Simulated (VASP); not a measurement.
A run of VASP 6.6.1 is set up as follows.

Contents of INCAR:

```
SYSTEM = Sb
ALGO = Normal
EDIFF = 1E-6
ENCUT = 520
GGA = PE
ISIF = 2
ISMEAR = -1
LASPH = .TRUE.
LCHARG = .TRUE.
LELF = .TRUE.
LREAL = .FALSE.
LVHAR = .TRUE.
LWAVE = .FALSE.
NBANDS = 8
NELM = 60
PREC = Accurate
SIGMA = 0.05
```

File KPOINTS:

```
k-points
0
G
  19 19 19
  0 0 0
```

The input POSCAR:

```
Sb
1.0
   -1.5050000000      1.5050000000      2.4800000000
    1.5050000000     -1.5050000000      2.4800000000
    1.5050000000      1.5050000000     -2.4800000000
Sb
1
Direct
    0.0000000000      0.0000000000      0.0000000000
```

Potentials or basis: VASP PAW PBE potentials, release 64 (Sb).

Command:

```bash
$ cat potpaw_PBE.64/Sb/POTCAR > POTCAR
$ mpirun -np 1 vasp_std > vasp.out
```

Q: Predict the pressure.

A: 19.2 GPa.

Stress tensor (GPa, compression positive):
```
19.99  0.00  0.00
 0.00 19.99  0.00
 0.00  0.00 17.65
```
